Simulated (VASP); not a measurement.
# GeOs2 (Fm-3m) in VASP: further runs

The runs below take GeOs2 through single point, relaxation of cell and atoms, with PBE.

Everything below comes from runs of VASP 6.6.1. Logs are shortened: lines on timing, memory, paths and dates and some standing lists are left out, and cuts for length are marked.

## 1. The cell of the first run

It takes space group Fm-3m (No. 225, cubic). The conventional cell has a = 5.580 Å, b = 5.580 Å, c = 5.580 Å, α = 90.00°, β = 90.00°, γ = 90.00°. Within 3.2 Å of Ge (site symmetry m-3m) lie 8 Os at 2.42 Å. Os (site symmetry -43m) has 4 Ge at 2.42 Å and 6 Os at 2.79 Å within 3.2 Å.

## 2. Single point, PBE

The input, INCAR:

```
PREC     = Accurate       # precision mode
ENCUT    = 520            # plane-wave cutoff, eV
EDIFF    = 1E-6           # SCF threshold, eV
ISMEAR   = 0              # smearing method
SIGMA    = 0.1            # smearing width, eV
LREAL    = F              # projectors in reciprocal space
LASPH    = T              # aspherical terms in the spheres
NELM     = 60             # most SCF steps
ALGO     = Normal         # electronic algorithm
ISIF     = 2              # what is computed and relaxed
LWAVE    = F              # write WAVECAR
LCHARG   = T              # write CHGCAR
GGA      = PE             # functional
LELF     = T              # ELF
LVHAR    = T            
NBANDS   = 22             # bands
```

The input, KPOINTS:

```
Automatic mesh
0
Gamma
  6 6 6
```

The input, POSCAR:

```
GeOs2
1.0
    0.0000000000      2.7899264749      2.7899264749
    2.7899264749      0.0000000000      2.7899264749
    2.7899264749      2.7899264749      0.0000000000
Ge Os
1 2
Direct
    0.0000000000      0.0000000000      0.0000000000
    0.2500000000      0.2500000000      0.2500000000
    0.7500000000      0.7500000000      0.7500000000
```

Potentials or basis: VASP PAW PBE potentials, release 64 (Ge_d, Os).

The run is started by

```console
cat potpaw_PBE.64/Ge_d/POTCAR potpaw_PBE.64/Os/POTCAR > POTCAR
mpirun -np 1 vasp_std > vasp.out
```

OUTCAR:

```text
PREC = Accurate
   ENCUT = 520
   EDIFF = 1E-6
   ISMEAR = 0
   LREAL = F
   LASPH = T
   NELM = 60
   ISIF = 2
   GGA = PE

 ion  position               nearest neighbor table
   1  0.000  0.000  0.000-   3 2.42   3 2.42   2 2.42   3 2.42   2 2.42   2 2.42   3 2.42   2 2.42

   2  0.250  0.250  0.250-   1 2.42   1 2.42   1 2.42   1 2.42   3 2.79   3 2.79   3 2.79   3 2.79
                             3 2.79   3 2.79
   3  0.750  0.750  0.750-   1 2.42   1 2.42   1 2.42   1 2.42   2 2.79   2 2.79   2 2.79   2 2.79
                             2 2.79   2 2.79

  LATTYP: Found a face centered cubic cell.
 ALAT       =     5.5798529498

  Lattice vectors:

 A1 = (   0.0000000000,   2.7899264749,   2.7899264749)
 A2 = (   2.7899264749,   0.0000000000,   2.7899264749)
 A3 = (   2.7899264749,   2.7899264749,   0.0000000000)

Analysis of symmetry for initial positions (statically):
=====================================================================
 Subroutine PRICEL returns:
 Original cell was already a primitive cell.

 Routine SETGRP: Setting up the symmetry group for a
 face centered cubic supercell.

 Subroutine GETGRP returns: Found 48 space group operations
 (whereof 48 operations were pure point group operations)
 out of a pool of 48 trial point group operations.

The static configuration has the point symmetry O_h .

Analysis of symmetry for dynamics (positions and initial velocities):
=====================================================================
 Subroutine PRICEL returns:
 Original cell was already a primitive cell.

 Routine SETGRP: Setting up the symmetry group for a
 face centered cubic supercell.

 Subroutine GETGRP returns: Found 48 space group operations
 (whereof 48 operations were pure point group operations)
 out of a pool of 48 trial point group operations.

The dynamic configuration has the point symmetry O_h .

 Subroutine INISYM returns: Found 48 space group operations
 (whereof 48 operations are pure point group operations),
 and found     1 'primitive' translations

----------------------------------------------------------------------------------------

                                     Primitive cell

  volume of cell :      43.4318

  direct lattice vectors                    reciprocal lattice vectors
     0.000000000  2.789926475  2.789926475    -0.179216192  0.179216192  0.179216192
     2.789926475  0.000000000  2.789926475     0.179216192 -0.179216192  0.179216192
     2.789926475  2.789926475  0.000000000     0.179216192  0.179216192 -0.179216192

  length of vectors
     3.945551859  3.945551859  3.945551859     0.310411551  0.310411551  0.310411551

  position of ions in fractional coordinates (direct lattice)
     0.000000000  0.000000000  0.000000000
     0.250000000  0.250000000  0.250000000
     0.750000000  0.750000000  0.750000000

  ion indices of the primitive-cell ions
   primitive index   ion index
                 1           1
                 2           2
                 3           3

----------------------------------------------------------------------------------------

 KPOINTS: Automatic mesh

Automatic generation of k-mesh.
 Grid dimensions read from file:
 generate k-points for:    6    6    6

 Generating k-lattice:

  Cartesian coordinates                     Fractional coordinates (reciprocal lattice)
    -0.029869365  0.029869365  0.029869365     0.166666667  0.000000000  0.000000000
     0.029869365 -0.029869365  0.029869365     0.000000000  0.166666667  0.000000000
     0.029869365  0.029869365 -0.029869365     0.000000000  0.000000000  0.166666667

  Length of vectors
     0.051735258  0.051735258  0.051735258

  Shift w.r.t. Gamma in fractional coordinates (k-lattice)
     0.000000000  0.000000000  0.000000000

 Subroutine IBZKPT returns following result:
 ===========================================

 Found     16 irreducible k-points:

 Following reciprocal coordinates:
            Coordinates               Weight
  0.000000  0.000000  0.000000      1.000000
  0.166667  0.000000  0.000000      8.000000
  0.333333  0.000000  0.000000      8.000000
  0.500000  0.000000  0.000000      4.000000
  0.166667  0.166667  0.000000      6.000000
  0.333333  0.166667  0.000000     24.000000
[... 8 lines left out ...]
 -0.333333  0.333333  0.166667     24.000000
 -0.333333  0.500000  0.166667     12.000000
   k-points           NKPTS =     16   k-points in BZ     NKDIM =     16   number of bands    NBANDS=     22
   number of dos      NEDOS =    301   number of ions     NIONS =      3
   total plane-waves  NPLWV =  27000
   dimension x,y,z NGX =    30 NGY =   30 NGZ =   30
   dimension x,y,z NGXF=    60 NGYF=   60 NGZF=   60
   ions per type =               1   2
   NGX,Y,Z   is equivalent  to a cutoff of  12.64, 12.64, 12.64 a.u.
   NGXF,Y,Z  is equivalent  to a cutoff of  25.28, 25.28, 25.28 a.u.
 SYSTEM =  unknown system
[... 75 lines left out ...]
     22      15.9851      0.00000

 k-point     2 :       0.1667    0.0000    0.0000
  band No.  band energies     occupation
      1     -15.6687      2.00000
      2     -15.6645      2.00000
      3     -15.6645      2.00000
      4     -15.6200      2.00000
      5     -15.6200      2.00000
      6      -3.8013      2.00000
[... 14 lines left out ...]
     21      16.5485      0.00000
     22      16.9946      0.00000

 k-point     3 :       0.3333    0.0000    0.0000
  band No.  band energies     occupation
      1     -15.6811      2.00000
      2     -15.6684      2.00000
      3     -15.6684      2.00000
      4     -15.6165      2.00000
      5     -15.6165      2.00000
      6      -2.7924      2.00000
[... 14 lines left out ...]
     21      17.4981      0.00000
     22      18.4317      0.00000

 k-point     4 :       0.5000    0.0000    0.0000
  band No.  band energies     occupation
      1     -15.6874      2.00000
      2     -15.6703      2.00000
      3     -15.6703      2.00000
      4     -15.6147      2.00000
      5     -15.6147      2.00000
      6      -2.1399      2.00000
[... 14 lines left out ...]
     21      18.5140      0.00000
     22      18.7952      0.00000

 k-point     5 :       0.1667    0.1667    0.0000
  band No.  band energies     occupation
      1     -15.6697      2.00000
      2     -15.6657      2.00000
      3     -15.6657      2.00000
      4     -15.6206      2.00000
      5     -15.6184      2.00000
      6      -3.6730      2.00000
[... 14 lines left out ...]
     21      15.9345      0.00000
     22      17.9467      0.00000

 k-point     6 :       0.3333    0.1667    0.0000
  band No.  band energies     occupation
      1     -15.6789      2.00000
      2     -15.6697      2.00000
      3     -15.6690      2.00000
      4     -15.6184      2.00000
      5     -15.6148      2.00000
      6      -2.8745      2.00000
[... 14 lines left out ...]
     21      17.4498      0.00000
     22      18.6412      0.00000

 k-point     7 :       0.5000    0.1667    0.0000
  band No.  band energies     occupation
      1     -15.6861      2.00000
      2     -15.6740      2.00000
      3     -15.6712      2.00000
      4     -15.6155      2.00000
      5     -15.6131      2.00000
      6      -2.0486      2.00000
[... 124 lines left out ...]
      6      -1.7358      2.00000
[... 14 lines left out ...]
     21      19.9760      0.00000
     22      20.1613      0.00000

 k-point    13 :       0.5000    0.5000    0.0000
  band No.  band energies     occupation
      1     -15.6929      2.00000
      2     -15.6741      2.00000
      3     -15.6741      2.00000
      4     -15.6181      2.00000
      5     -15.6080      2.00000
      6      -1.6500      2.00000
[... 14 lines left out ...]
     21      17.5039      0.00000
     22      19.7078      0.00000

 k-point    14 :       0.5000    0.3333    0.1667
  band No.  band energies     occupation
      1     -15.6839      2.00000
      2     -15.6760      2.00000
      3     -15.6713      2.00000
      4     -15.6167      2.00000
      5     -15.6122      2.00000
      6      -2.1533      2.00000
[... 14 lines left out ...]
     21      17.8738      0.00000
     22      18.4640      0.00000

 k-point    15 :      -0.3333    0.3333    0.1667
  band No.  band energies     occupation
      1     -15.6849      2.00000
      2     -15.6805      2.00000
      3     -15.6728      2.00000
      4     -15.6153      2.00000
      5     -15.6115      2.00000
      6      -1.7323      2.00000
[... 14 lines left out ...]
     21      18.2740      0.00000
     22      19.9714      0.00000

 k-point    16 :      -0.3333    0.5000    0.1667
  band No.  band energies     occupation
      1     -15.6885      2.00000
      2     -15.6791      2.00000
      3     -15.6739      2.00000
      4     -15.6163      2.00000
      5     -15.6096      2.00000
      6      -1.5925      2.00000
[... 14 lines left out ...]
     21      18.3763      0.00000
     22      19.9151      0.00000

------------------------ aborting loop because EDIFF is reached ----------------------------------------

  FORCE on cell =-STRESS in cart. coord.  units (eV):
  Direction    XX          YY          ZZ          XY          YZ          ZX
  --------------------------------------------------------------------------------------
  -------------------------------------------------------------------------------------
  Total        9.6048685      9.6048685      9.6048685     -0.0000000     -0.0000000      0.0000000
  in kB      354.3184241    354.3184241    354.3184241     -0.0000000     -0.0000000      0.0000000
  external PRESSURE =     354.3184241 kB  Pullay stress =       0.0000000 kB

 VOLUME and BASIS-vectors are now :
 -----------------------------------------------------------------------------
  energy-cutoff  :      520.00
  volume of cell :       43.43
      direct lattice vectors                 reciprocal lattice vectors
     0.000000000  2.789926475  2.789926475    -0.179216192  0.179216192  0.179216192
     2.789926475  0.000000000  2.789926475     0.179216192 -0.179216192  0.179216192
     2.789926475  2.789926475  0.000000000     0.179216192  0.179216192 -0.179216192

 POSITION                                       TOTAL-FORCE (eV/Angst)
 -----------------------------------------------------------------------------------
      0.00000      0.00000      0.00000        -0.000000      0.000000      0.000000
      1.39496      1.39496      1.39496         0.000000      0.000000     -0.000000
      4.18489      4.18489      4.18489        -0.000000     -0.000000      0.000000
 -----------------------------------------------------------------------------------
    total drift:                                0.000000     -0.000000     -0.000000

  FREE ENERGIE OF THE ION-ELECTRON SYSTEM (eV)
  ---------------------------------------------------
  free  energy   TOTEN  =       -24.2735624765 eV

  energy  without entropy=      -24.2623985386  energy(sigma->0) =      -24.26798051
```

Wall time 9.9 s (1 thread of Intel Xeon 6975P-C (Granite Rapids), shared host); peak memory 0.17 GiB.

What came out:

* Free energy: -24.2736 eV
* Pressure: 35.4 GPa
* Band gap on the k mesh: zero (bands 15 and 16 overlap by 4.19 eV)

Levels at points of the mesh, in eV from the Fermi level:
```tsv
k point	band 11	band 12	band 13	band 14	band 15	band 16	band 17	band 18
(0.00, 0.00, 0.00)	-4.88	1.00	1.00	1.00	2.76	3.18	3.18	6.64
(0.50, 0.00, 0.00)	-2.64	-1.79	-1.55	-1.55	-1.43	-1.43	-1.10	6.47
(0.50, 0.50, 0.00)	-3.16	-3.16	-0.96	-0.96	0.25	0.25	1.23	3.01
```

Caveat: the cell stands under pressure; spin-orbit coupling is left out, which moves the levels of the heavy elements.

## 3. Single point, PBE

This run uses another cell than the first one, of 16.19 Å³/atom.

The input, INCAR:

```
SYSTEM = GeOs2
PREC = Accurate ; ENCUT = 520
EDIFF = 1E-6 ; ISMEAR = 0
SIGMA = 0.1 ; LREAL = .False.
LASPH = .True. ; NELM = 100
ALGO = Normal ; ISIF = 2
LWAVE = .False. ; LCHARG = .False.
GGA = PE ; NBANDS = 22
```

The input, KPOINTS:

```
regular mesh
0
Gamma
  6 6 6
  0 0 0
```

The input, POSCAR:

```
GeOs2
1.0
    0.0000000000      2.8958173652      2.8958173652
    2.8958173652      0.0000000000      2.8958173652
    2.8958173652      2.8958173652      0.0000000000
Ge Os
1 2
Direct
    0.0000000000      0.0000000000      0.0000000000
    0.2500000000      0.2500000000      0.2500000000
    0.7500000000      0.7500000000      0.7500000000
```

Potentials or basis: VASP PAW PBE potentials, release 64 (Ge_d, Os).

The run is started by

```console
cat potpaw_PBE.64/Ge_d/POTCAR potpaw_PBE.64/Os/POTCAR > POTCAR
mpirun -np 1 vasp_std > vasp.out
```

Wall time 9.5 s (1 thread of Intel Xeon 6975P-C (Granite Rapids), shared host); peak memory 0.17 GiB.

Results (log left out):

- Free energy: -24.7943 eV
- Pressure: 0.5 GPa
- Band gap on the k mesh: zero (bands 15 and 16 overlap by 3.62 eV)

Levels at points of the mesh, in eV from the Fermi level:
```
           k point  band 12  band 13  band 14  band 15  band 16  band 17
(0.00, 0.00, 0.00)     0.79     0.79     0.79     2.39     2.63     2.63
(0.50, 0.00, 0.00)    -1.51    -1.30    -1.30    -1.22    -1.22    -1.02
(0.50, 0.50, 0.00)    -2.83    -0.84    -0.84     0.31     0.31     1.00
```

Caveat: spin-orbit coupling is left out, which moves the levels of the heavy elements.

## 4. Relaxation of cell and atoms, PBE

The input, INCAR:

```
SYSTEM = GeOs2
PREC = Accurate ; ENCUT = 600
EDIFF = 1E-7 ; ISMEAR = 0
SIGMA = 0.1 ; LREAL = .False.
LASPH = .True. ; NELM = 100
ALGO = Normal ; ISIF = 3
LWAVE = .False. ; LCHARG = .False.
GGA = PE ; IBRION = 2
NSW = 90 ; EDIFFG = -0.04
```

KPOINTS is that of step 3.

The input, POSCAR:

```
GeOs2
1.0
    0.0000000000      2.7899264749      2.7899264749
    2.7899264749      0.0000000000      2.7899264749
    2.7899264749      2.7899264749      0.0000000000
Ge Os
1 2
Direct
    0.0000000000      0.0000000000      0.0000000000
    0.2500000000      0.2500000000      0.2500000000
    0.7500000000      0.7500000000      0.7500000000
```

The run is started by

```console
cat potpaw_PBE.64/Ge_d/POTCAR potpaw_PBE.64/Os/POTCAR > POTCAR
mpirun -np 1 vasp_std > vasp.out
```

It took 36 s on 1 thread of Intel Xeon 6975P-C (Granite Rapids), shared host; peak memory 0.19 GiB.

The run converged. Its results:

```yaml
Free_energy: -24.7939 eV
Relaxed_volume: 16.22 Å³/atom
Relaxed_cell: a = 4.098 Å, b = 4.098 Å, c = 4.098 Å, α = 60.00°, β = 60.00°, γ = 60.00°
Space_group_after_relaxing_to_0.1_Å: Fm-3m (No. 225)
Pressure_after_relaxing: 0.0 GPa
Band_gap_on_the_k_mesh: zero (bands 15 and 16 overlap by 3.60 eV)
```

Final structure:
```
Ge Os
1.0
     0.00000    2.89788    2.89788
     2.89788    0.00000    2.89788
     2.89788    2.89788    0.00000
Ge Os
1 2
Direct
  0.00000 0.00000 0.00000
  0.25000 0.25000 0.25000
  0.75000 0.75000 0.75000
```

Levels at points of the mesh, in eV from the Fermi level:
| k point | band 10 | band 11 | band 12 | band 13 | band 14 | band 15 | band 16 | band 17 | band 18 | band 19 |
| --- | --- | --- | --- | --- | --- | --- | --- | --- | --- | --- |
| (0.00, 0.00, 0.00) | -4.16 | -4.16 | 0.79 | 0.79 | 0.79 | 2.39 | 2.62 | 2.62 | 6.04 | 6.04 |
| (0.50, 0.00, 0.00) | -2.23 | -2.23 | -1.50 | -1.30 | -1.30 | -1.22 | -1.22 | -1.02 | 5.28 | 6.25 |
| (0.50, 0.50, 0.00) | -3.17 | -2.83 | -2.83 | -0.84 | -0.84 | 0.31 | 0.31 | 0.99 | 2.48 | 2.99 |

Caveat: spin-orbit coupling is left out, which moves the levels of the heavy elements.

## 5. Single point, PBE

This run uses another cell than the first one, of 16.19 Å³/atom.

The input, INCAR:

```
ALGO = Normal
EDIFF = 1E-7
ENCUT = 520
GGA = PE
ISIF = 2
ISMEAR = 0
LASPH = True
LCHARG = True
LELF = True
LREAL = False
LVHAR = True
LWAVE = False
NBANDS = 22
NELM = 100
PREC = Accurate
SIGMA = 0.1
```

The input, KPOINTS:

```
k-points
0
Gamma
  14 14 14
```

The input, POSCAR:

```
GeOs2
1.0
    0.0000000000      2.8958173652      2.8958173652
    2.8958173652      0.0000000000      2.8958173652
    2.8958173652      2.8958173652      0.0000000000
Ge Os
1 2
Direct
    0.0000000000      0.0000000000      0.0000000000
    0.2500000000      0.2500000000      0.2500000000
    0.7500000000      0.7500000000      0.7500000000
```

The run is started by

```console
cat potpaw_PBE.64/Ge_d/POTCAR potpaw_PBE.64/Os/POTCAR > POTCAR
mpirun -np 1 vasp_std > vasp.out
```

Run time: 61 s. Hardware: 1 thread of Intel Xeon 6975P-C (Granite Rapids), shared host; peak memory 0.25 GiB.

It converged, with:

- Free energy: -24.7983 eV
- Pressure: 0.4 GPa
- Band gap on the k mesh: zero (bands 15 and 16 overlap by 3.64 eV)

Levels at points of the mesh, in eV from the Fermi level:
```tsv
k point	band 13	band 14	band 15	band 16	band 17	band 18
(0.00, 0.00, 0.00)	0.74	0.74	2.37	2.57	2.57	6.01
(0.50, 0.00, 0.00)	-1.35	-1.35	-1.27	-1.27	-1.06	5.26
(0.50, 0.50, 0.00)	-0.89	-0.89	0.27	0.27	0.95	2.43
```

Caveat: spin-orbit coupling is left out, which moves the levels of the heavy elements.

## 6. Overview

| task | cell | k mesh | cutoff (eV) | gap on the mesh (eV) | pressure (GPa) |
| --- | --- | --- | --- | --- | --- |
| single point | a = 3.946 Å, angles 60.0°, 3 atoms | 6 × 6 × 6 | 520 | none | 35.4 |
| single point | a = 4.095 Å, angles 60.0°, 3 atoms | 6 × 6 × 6 | 520 | none | 0.5 |
| relaxation of cell and atoms | relaxed from a = 3.946 Å, angles 60.0°, 3 atoms | 6 × 6 × 6 | 600 | none | 0.0 |
| single point | a = 4.095 Å, angles 60.0°, 3 atoms | 14 × 14 × 14 | 520 | none | 0.4 |

Alike in all rows: level PBE; potentials or basis VASP PAW PBE potentials, release 64 (Ge_d, Os); no spin polarisation; smearing gaussian 0.1 eV.

Caveats: spin-orbit coupling is left out, which moves the levels of the heavy elements; the cell stands under pressure (at least some runs).

Absolute energies hang on the potentials; compare differences alone.
